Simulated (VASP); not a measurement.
# Al3GaN4 (Pm) in VASP: a series of runs

The runs below take Al3GaN4 through relaxation of shape and atoms at fixed volume, single point, with PBEsol.

All numbers are computed with VASP 6.6.1; they aren't measurements. Logs are shortened: lines on timing, memory, paths and dates and some standing lists are left out, and cuts for length are marked.

## 1. The cell of the first run

Symmetry: Pm, No. 6, monoclinic system. The conventional cell has a = 4.879 Å, b = 3.036 Å, c = 5.254 Å, α = 90.00°, β = 90.04°, γ = 90.00°. Within 2.4 Å of Al (site symmetry m) lie 4 N at 1.82 to 1.85 Å. Al (site symmetry m) has 4 N at 1.84 Å within 2.4 Å. Within 2.4 Å of Al (site symmetry m) lie 4 N at 1.84 to 1.85 Å. Within 2.5 Å of Ga (site symmetry m) lie 4 N at 1.88 to 1.90 Å. Within 2.4 Å of N (site symmetry m) lie 3 Al at 1.84 Å and 1 Ga at 1.90 Å. N (site symmetry m) has 4 Al at 1.84 to 1.85 Å within 2.4 Å. Within 2.4 Å of N (site symmetry m) lie 2 Al at 1.82 to 1.84 Å and 2 Ga at 1.88 Å. Within 2.4 Å of N (site symmetry m) lie 3 Al at 1.83 to 1.85 Å and 1 Ga at 1.89 Å.

## 2. Relaxation of shape and atoms at fixed volume, PBEsol (9.73 Å³/atom)

Contents of INCAR:

```
  ALGO = Normal
  EDIFF = 1E-6
  EDIFFG = -0.01
  ENCUT = 600
  GGA = PS
  IBRION = 2
  ISIF = 4
  ISMEAR = 0
  LASPH = T
  LCHARG = F
  LREAL = F
  LWAVE = F
  NELM = 100
  NSW = 50
  PREC = Accurate
  SIGMA = 0.02
```

Contents of KPOINTS:

```
k-points
0
Gamma
  6 8 4
```

Contents of POSCAR:

```
Al3GaN4
1.0
    4.8786576358      0.0000000000     -0.0002333098
    0.0000000000      3.0362969148      0.0000000000
   -0.0035009465      0.0000000000      5.2542880531
Al Ga N
3 1 4
Direct
    0.5006373934      0.5000000000      0.1674884824
    0.0014391234      0.5000000000      0.8349917928
    0.0015169305      0.0000000000      0.3314958364
    0.4993937442      0.0000000000      0.6660263552
    0.1104356639      0.0000000000      0.6662677553
    0.1223046298      0.5000000000      0.1672998370
    0.6248486209      0.5000000000      0.8402325366
    0.6230228938      0.0000000000      0.3261984044
```

Potentials or basis: VASP PAW PBE potentials, release 64 (Al, Ga_d, N).

Started as:

```console
> cat potpaw_PBE.64/Al/POTCAR potpaw_PBE.64/Ga_d/POTCAR potpaw_PBE.64/N/POTCAR > POTCAR
> mpirun -np 1 vasp_std > vasp.out
```

OUTCAR:

```text
EDIFF = 1E-6
   EDIFFG = -0.01
   ENCUT = 600
   GGA = PS
   IBRION = 2
   ISIF = 4
   ISMEAR = 0
   LASPH = T
   LREAL = F
   NELM = 100
   NSW = 50
   PREC = Accurate

 ion  position               nearest neighbor table
   1  0.501  0.500  0.167-   7 1.82   8 1.83   8 1.83   6 1.85   2 3.00   3 3.00   3 3.00   3 3.00
                             3 3.00   2 3.00   4 3.03   4 3.03   4 3.04   4 3.04
   2  0.001  0.500  0.835-   5 1.84   5 1.84   7 1.84   6 1.84   1 3.00   4 3.00   4 3.00   1 3.00
                             4 3.01   4 3.01   3 3.02   3 3.02   3 3.05   3 3.05
   3  0.002  0.000  0.331-   5 1.84   6 1.84   6 1.84   8 1.85   1 3.00   1 3.00   4 3.00   1 3.00
                             1 3.00   4 3.02   2 3.02   2 3.02   2 3.05   2 3.05
   4  0.499  0.000  0.666-   7 1.88   7 1.88   8 1.89   5 1.90   3 3.00   2 3.00   2 3.00   2 3.01
                             2 3.01   3 3.02   1 3.03   1 3.03   1 3.04   1 3.04
   5  0.110  0.000  0.666-   2 1.84   2 1.84   3 1.84   4 1.90
   6  0.122  0.500  0.167-   2 1.84   3 1.84   3 1.84   1 1.85
   7  0.625  0.500  0.840-   1 1.82   2 1.84   4 1.88   4 1.88
   8  0.623  0.000  0.326-   1 1.83   1 1.83   3 1.85   4 1.89

  LATTYP: Found a simple monoclinic cell.
 ALAT       =     4.8786576414
 B/A-ratio  =     0.6223631864
 C/A-ratio  =     1.0769948633
 COS(beta)  =    -0.0007141251

  Lattice vectors:

 A1 = (   4.8786576358,   0.0000000000,  -0.0002333098)
 A2 = (   0.0000000000,   3.0362969148,   0.0000000000)
 A3 = (  -0.0035009465,   0.0000000000,   5.2542880531)

Analysis of symmetry for initial positions (statically):
=====================================================================
 Subroutine PRICEL returns:
 Original cell was already a primitive cell.

 Routine SETGRP: Setting up the symmetry group for a
 simple monoclinic supercell.

 Subroutine GETGRP returns: Found  2 space group operations
 (whereof  2 operations were pure point group operations)
 out of a pool of  4 trial point group operations.

The static configuration has the point symmetry C_1h.

Analysis of symmetry for dynamics (positions and initial velocities):
=====================================================================
 Subroutine PRICEL returns:
 Original cell was already a primitive cell.

 Routine SETGRP: Setting up the symmetry group for a
 simple monoclinic supercell.

 Subroutine GETGRP returns: Found  2 space group operations
 (whereof  2 operations were pure point group operations)
 out of a pool of  4 trial point group operations.

The dynamic configuration has the point symmetry C_1h.

 Subroutine INISYM returns: Found  2 space group operations
 (whereof  2 operations are pure point group operations),
 and found     1 'primitive' translations

----------------------------------------------------------------------------------------

                                     Primitive cell

  volume of cell :      77.8320

  direct lattice vectors                    reciprocal lattice vectors
     4.878657636  0.000000000 -0.000233310     0.204974423  0.000000000  0.000136575
     0.000000000  3.036296915  0.000000000     0.000000000  0.329348555  0.000000000
    -0.003500947  0.000000000  5.254288053     0.000009102  0.000000000  0.190320748

  length of vectors
     4.878657641  3.036296915  5.254289219     0.204974468  0.329348555  0.190320748

  position of ions in fractional coordinates (direct lattice)
     0.500637393  0.500000000  0.167488482
     0.001439123  0.500000000  0.834991793
     0.001516931  0.000000000  0.331495836
     0.499393744  0.000000000  0.666026355
     0.110435664  0.000000000  0.666267755
     0.122304630  0.500000000  0.167299837
     0.624848621  0.500000000  0.840232537
     0.623022894  0.000000000  0.326198404

  ion indices of the primitive-cell ions
   primitive index   ion index
                 1           1
                 2           2
                 3           3
                 4           4
                 5           5
                 6           6
                 7           7
                 8           8

----------------------------------------------------------------------------------------

 KPOINTS: k-points

Automatic generation of k-mesh.
 Grid dimensions read from file:
 generate k-points for:    6    8    4

 Generating k-lattice:

  Cartesian coordinates                     Fractional coordinates (reciprocal lattice)
     0.034162404  0.000000000  0.000022763     0.166666667  0.000000000  0.000000000
     0.000000000  0.041168569  0.000000000     0.000000000  0.125000000  0.000000000
     0.000002275  0.000000000  0.047580187     0.000000000  0.000000000  0.250000000

  Length of vectors
     0.034162411  0.041168569  0.047580187

  Shift w.r.t. Gamma in fractional coordinates (k-lattice)
     0.000000000  0.000000000  0.000000000

 Subroutine IBZKPT returns following result:
 ===========================================

 Found     70 irreducible k-points:

 Following reciprocal coordinates:
            Coordinates               Weight
  0.000000  0.000000  0.000000      1.000000
  0.166667  0.000000  0.000000      2.000000
  0.333333  0.000000  0.000000      2.000000
  0.500000  0.000000  0.000000      1.000000
  0.000000  0.125000  0.000000      2.000000
  0.166667  0.125000  0.000000      4.000000
[... 16 lines left out ...]
  0.333333  0.000000  0.250000      2.000000
  0.500000  0.000000  0.250000      2.000000
 [... further k-points ...]
   k-points           NKPTS =     70   k-points in BZ     NKDIM =     70   number of bands    NBANDS=     26
   number of dos      NEDOS =    301   number of ions     NIONS =      8
   total plane-waves  NPLWV =  40320
   dimension x,y,z NGX =    40 NGY =   24 NGZ =   42
   dimension x,y,z NGXF=    80 NGYF=   48 NGZF=   84
   ions per type =               3   1   4
   NGX,Y,Z   is equivalent  to a cutoff of  13.63, 13.14, 13.29 a.u.
   NGXF,Y,Z  is equivalent  to a cutoff of  27.26, 26.28, 26.58 a.u.
 SYSTEM =  unknown system
   PREC   = accura    normal or accurate (medium, high low for compatibility)
   ISTART =      0    job   : 0-new  1-cont  2-samecut
   ICHARG =      2    charge: 1-file 2-atom 10-const
   ISPIN  =      1    spin polarized calculation?
   LNONCOLLINEAR =      F non collinear calculations
   LSORBIT =      F    spin-orbit coupling
   LASPH  =      T    aspherical Exc in radial PAW
   ENCUT  =  600.0 eV  44.10 Ry    6.64 a.u.   9.74  6.06 10.49*2*pi/ulx,y,z
   NELM   =    100;   NELMIN=  2; NELMDL= -5     # of ELM steps
   EDIFF  = 0.1E-05   stopping-criterion for ELM
   LREAL  =      F    real-space projection
   EDIFFG = -.1E-01   stopping-criterion for IOM
   NSW    =     50    number of steps for IOM
   IBRION =      2    ionic relax: 0-MD 1-quasi-New 2-CG
   NFREE  =      1    steps in history (QN), initial steepest desc. (CG)
   ISIF   =      4    stress and relaxation
   ISYM   =      2    0-nonsym 1-usesym 2-fastsym
   POTIM  = 0.5000    time-step for ionic-motion
   TEBEG  =    0.0;   TEEND  =   0.0 temperature during run
   PSTRESS=    0.0 pullay stress
   NELECT =      42.0000    total number of electrons
   NUPDOWN=      -1.0000    fix difference up-down
   EMIN   =  10.00;   EMAX   =-10.00  energy-range for DOS
   EFERMI =   0.00;   METHOD = LEGACY
   ISMEAR =     0;   SIGMA  =   0.02  broadening in eV -4-tet -1-fermi 0-gaus
   EFERMI_NEDOS =   21; number of points for ismear=-14 and -15
   IALGO  =     38    algorithm
   IMIX   =      4    mixing-type and parameters
     AMIX     =   0.40;   BMIX     =  1.00
     AMIX_MAG =   1.60;   BMIX_MAG =  1.00
  volume/ion in A,a.u.               =       9.73        65.65
  Fermi-wavevector in a.u.,A,eV,Ry     =   1.332821  2.518666 24.169545  1.776411
  Thomas-Fermi vector in A             =   2.461726
   LORBIT       =      0    0 simple, 1 ext, 2 COOP (PROOUT), +10 PAW based schemes
   GGA     = PS    functional components
   LHFCALC =     F    Hartree Fock is set to
   AEXX    =    0.0000 exact exchange contribution
   IVDW    =     0    specifies the selected vdW correction
   LEPSILON=     F    determine dielectric tensor
   LRPA    =     F    only Hartree local field effects (RPA)
 conjugate gradient relaxation of ions
 non-spin polarized calculation
 Gauss-broadening in eV      SIGMA  =   0.02
  energy-cutoff  :      600.00
  volume of cell :       77.83
 maximum number of plane-waves:      2628
   NGX = 19   NGY = 13   NGZ = 21

--------------------------------------- Ionic step        1  -------------------------------------------

 number of electron      42.0000007 magnetization

 Free energy of the ion-electron system (eV)
  ---------------------------------------------------
  ext. energy  EPLUGINS =         0.00000000
  ---------------------------------------------------
  free energy    TOTEN  =       -59.56796820 eV

  energy without entropy =      -59.56796820  energy(sigma->0) =      -59.56796820

------------------------ aborting loop because EDIFF is reached ----------------------------------------

  FORCE on cell =-STRESS in cart. coord.  units (eV):
  Direction    XX          YY          ZZ          XY          YZ          ZX
  --------------------------------------------------------------------------------------
  -------------------------------------------------------------------------------------
  Total       10.8206491     10.9649960     10.9503420      0.0000000      0.0000000     -0.0052250
  in kB      222.7437113    225.7150998    225.4134473      0.0000000      0.0000000     -0.1075574
  external PRESSURE =     224.6240862 kB  Pullay stress =       0.0000000 kB
[... 111 lines left out ...]
  energy  without entropy=      -59.5681160390  energy(sigma->0) =      -59.56811604

--------------------------------------- Ionic step        4  -------------------------------------------

 number of electron      42.0000007 magnetization

 Free energy of the ion-electron system (eV)
  ---------------------------------------------------
  ext. energy  EPLUGINS =         0.00000000
  ---------------------------------------------------
  free energy    TOTEN  =       -59.56816805 eV

  energy without entropy =      -59.56816805  energy(sigma->0) =      -59.56816805

 E-fermi :   6.9270     XC(G=0): -11.7649

 val. band max:        6.7849515820   @ k =   0.0000   0.0000   0.0000
 cond. band min:      11.0301969376   @ k =   0.0000   0.0000   0.0000
 fundamental gap:      4.2452453556
 Fermi energy:         6.9270283902

 k-point     1 :       0.0000    0.0000    0.0000
  band No.  band energies     occupation
      1      -9.2464      2.00000
      2      -7.5286      2.00000
      3      -7.4807      2.00000
      4      -6.5259      2.00000
      5      -6.0208      2.00000
      6      -5.9098      2.00000
[... 685 lines left out ...]
     25      13.9411      0.00000
     26      15.7948      0.00000

 [... further k-points ...]

------------------------ aborting loop because EDIFF is reached ----------------------------------------

  FORCE on cell =-STRESS in cart. coord.  units (eV):
  Direction    XX          YY          ZZ          XY          YZ          ZX
  --------------------------------------------------------------------------------------
  -------------------------------------------------------------------------------------
  Total       10.9444652     10.8754855     10.8912392      0.0000000      0.0000000     -0.0026551
  in kB      225.2924729    223.8725226    224.1968119      0.0000000      0.0000000     -0.0546557
  external PRESSURE =     224.4539358 kB  Pullay stress =       0.0000000 kB
[... 23 lines left out ...]
  FREE ENERGIE OF THE ION-ELECTRON SYSTEM (eV)
  ---------------------------------------------------
  free  energy   TOTEN  =       -59.5681680506 eV

  energy  without entropy=      -59.5681680506  energy(sigma->0) =      -59.56816805

 reached required accuracy - stopping structural energy minimisation
```

It took 2.3 min on 1 thread of Intel Xeon 6975P-C (Granite Rapids), shared host; peak memory 0.3 GiB.

What came out:

* Free energy: -59.5682 eV
* Energy gained by relaxing: 0.0 meV/atom
* Ionic steps: 4
* Pressure after relaxing: 22.4 GPa
* Largest force after relaxing: 0.009 eV/Å
* Band gap on the k mesh: 4.25 eV

Forces on the atoms (eV/Å):
```
Al   0.003  0.000  0.004
Al   0.001  0.000  0.001
Al   0.007  0.000 -0.001
Ga   0.008  0.000  0.000
N   -0.005  0.000  0.007
N   -0.003  0.000 -0.005
N   -0.003  0.000 -0.004
N   -0.007  0.000 -0.003
```

The path:
| step | energy change (eV) | largest force (eV/Å) | pressure (GPa) | volume (Å³) |
| --- | --- | --- | --- | --- |
| 1 | 0.0000 | 0.0355 | 22.46 | 77.83 |
| 2 | -0.0001 | 0.0242 | 22.47 | 77.83 |
| 3 | -0.0001 | 0.0266 | 22.46 | 77.83 |
| 4 | -0.0002 | 0.0086 | 22.45 | 77.83 |

Final structure:
```
Al Ga N
1.0
     4.87206    0.00000   -0.00039
     0.00000    3.03874    0.00000
    -0.00366    0.00000    5.25718
Al Ga N
3 1 4
Cartesian
  2.4402 1.5194 0.8807
  0.0061 1.5194 4.3900
  0.0077 0.0000 1.7422
  2.4312 0.0000 3.5010
  0.5338 0.0000 3.5023
  0.5942 1.5194 0.8801
  3.0394 1.5194 4.4164
  3.0330 0.0000 1.7151
```

Levels at points of the mesh, in eV from the valence-band top:
| k point | band 17 | band 18 | band 19 | band 20 | band 21 | band 22 | band 23 | band 24 | band 25 | band 26 |
| --- | --- | --- | --- | --- | --- | --- | --- | --- | --- | --- |
| (0.00, 0.00, 0.00) | -1.02 | -0.85 | -0.13 | -0.03 | 0.00 | 4.25 | 5.67 | 6.13 | 6.65 | 8.30 |
| (0.50, 0.00, 0.00) | -1.39 | -0.79 | -0.78 | -0.36 | -0.30 | 5.14 | 5.49 | 6.34 | 6.77 | 9.07 |
| (0.00, 0.50, 0.00) | -3.07 | -2.10 | -2.00 | -1.71 | -1.61 | 5.69 | 5.72 | 7.97 | 8.20 | 8.72 |
| (0.50, 0.50, 0.00) | -3.24 | -1.27 | -1.27 | -1.23 | -0.94 | 6.48 | 6.77 | 6.84 | 6.86 | 8.89 |
| (0.00, 0.00, 0.50) | -1.75 | -0.65 | -0.64 | -0.43 | -0.22 | 6.15 | 6.34 | 7.45 | 7.83 | 8.13 |
| (0.50, 0.00, 0.50) | -1.54 | -1.38 | -1.33 | -1.27 | -0.81 | 6.33 | 6.50 | 6.67 | 6.85 | 8.89 |
| (0.00, 0.50, 0.50) | -2.44 | -2.17 | -2.06 | -0.87 | -0.70 | 5.41 | 5.78 | 6.00 | 6.14 | 7.66 |
| (0.50, 0.50, 0.50) | -1.76 | -1.67 | -1.54 | -1.54 | -1.26 | 4.98 | 5.34 | 5.41 | 5.45 | 8.38 |

Caveat: the PAW data sets were made with another functional, which shifts forces and pressure a little. A k mesh can miss the band edges.

## 3. Relaxation of shape and atoms at fixed volume, PBEsol (10.05 Å³/atom)

This run uses another cell than the first one, of 10.05 Å³/atom.

Contents of INCAR:

```
SYSTEM = Al3GaN4
PREC     = Accurate       ! precision mode
ENCUT    = 600            ! plane-wave cutoff, eV
EDIFF    = 1E-6           ! SCF threshold, eV
ISMEAR   = 0              ! smearing method
SIGMA    = 0.02           ! smearing width, eV
LREAL    = .False.        ! projectors in reciprocal space
LASPH    = .True.         ! aspherical terms in the spheres
NELM     = 100            ! most SCF steps
ALGO     = Normal         ! electronic algorithm
ISIF     = 4              ! what is computed and relaxed
LWAVE    = .False.        ! write WAVECAR
LCHARG   = .False.        ! write CHGCAR
GGA      = PS             ! functional
IBRION   = 2              ! ionic algorithm
NSW      = 50             ! ionic steps
EDIFFG   = -0.01          ! ionic threshold
```

Contents of KPOINTS:

```
Automatic mesh
0
Gamma
  6 8 4
  0 0 0
```

Contents of POSCAR:

```
Al3GaN4
1.0
    4.9364037636      0.0000000000     -0.0000578319
    0.0000000000      3.0676605646      0.0000000000
   -0.0033507718      0.0000000000      5.3091736605
Al Ga N
3 1 4
Direct
    0.5004241520      0.5000000000      0.1674126445
    0.0011516287      0.5000000000      0.8348914462
    0.0012808589      0.0000000000      0.3315936822
    0.4993833644      0.0000000000      0.6661234520
    0.1108475146      0.0000000000      0.6662957804
    0.1223943789      0.5000000000      0.1672185028
    0.6249967032      0.5000000000      0.8402004505
    0.6231203992      0.0000000000      0.3262650414
```

Potentials or basis: VASP PAW PBE potentials, release 64 (Al, Ga_d, N).

Started as:

```console
> cat potpaw_PBE.64/Al/POTCAR potpaw_PBE.64/Ga_d/POTCAR potpaw_PBE.64/N/POTCAR > POTCAR
> mpirun -np 1 vasp_std > vasp.out
```

Wall time 2.8 min (1 thread of Intel Xeon 6975P-C (Granite Rapids), shared host); peak memory 0.31 GiB.

Results (log left out):

| Item | Value |
| --- | --- |
| Free energy | -59.8601 eV |
| Energy gained by relaxing | 0.0 meV/atom |
| Ionic steps | 4 |
| Pressure after relaxing | 13.7 GPa |
| Largest force after relaxing | 0.005 eV/Å |
| Band gap on the k mesh | 3.99 eV |

Forces in eV/Å, atoms in the order of the input:
```
Al   0.000  0.000  0.003
Al  -0.001  0.000  0.002
Al   0.003  0.000 -0.002
Ga   0.004  0.000  0.000
N   -0.002  0.000  0.005
N    0.000  0.000 -0.004
N    0.000  0.000 -0.004
N   -0.003  0.000  0.000
```

Step by step:
| step | energy change (eV) | largest force (eV/Å) | pressure (GPa) | volume (Å³) |
| --- | --- | --- | --- | --- |
| 1 | 0.0000 | 0.0303 | 13.74 | 80.40 |
| 2 | -0.0001 | 0.0208 | 13.76 | 80.40 |
| 3 | -0.0001 | 0.0226 | 13.74 | 80.40 |
| 4 | -0.0001 | 0.0054 | 13.73 | 80.40 |

Final structure:
```
Al Ga N
1.0
     4.93147    0.00000   -0.00020
     0.00000    3.06947    0.00000
    -0.00350    0.00000    5.31135
Al Ga N
3 1 4
Direct
  0.50069 0.50000 0.16748
  0.00151 0.50000 0.83494
  0.00152 0.00000 0.33151
  0.49945 0.00000 0.66608
  0.11058 0.00000 0.66624
  0.12223 0.50000 0.16732
  0.62470 0.50000 0.84010
  0.62292 0.00000 0.32634
```

Levels at points of the mesh, in eV from the valence-band top:
| k point | band 19 | band 20 | band 21 | band 22 | band 23 | band 24 |
| --- | --- | --- | --- | --- | --- | --- |
| (0.00, 0.00, 0.00) | -0.11 | -0.02 | 0.00 | 3.99 | 5.59 | 6.04 |
| (0.50, 0.00, 0.00) | -0.73 | -0.35 | -0.29 | 5.03 | 5.39 | 6.10 |
| (0.00, 0.50, 0.00) | -1.94 | -1.66 | -1.57 | 5.66 | 5.69 | 7.84 |
| (0.50, 0.50, 0.00) | -1.24 | -1.20 | -0.93 | 6.35 | 6.66 | 6.71 |
| (0.00, 0.00, 0.50) | -0.61 | -0.42 | -0.22 | 5.93 | 6.15 | 7.28 |
| (0.50, 0.00, 0.50) | -1.26 | -1.21 | -0.78 | 6.17 | 6.37 | 6.54 |
| (0.00, 0.50, 0.50) | -1.99 | -0.83 | -0.68 | 5.33 | 5.71 | 5.92 |
| (0.50, 0.50, 0.50) | -1.50 | -1.50 | -1.24 | 4.87 | 5.25 | 5.31 |

Caveat: the PAW data sets were made with another functional, which shifts forces and pressure a little.

[end of part 1 of 2]
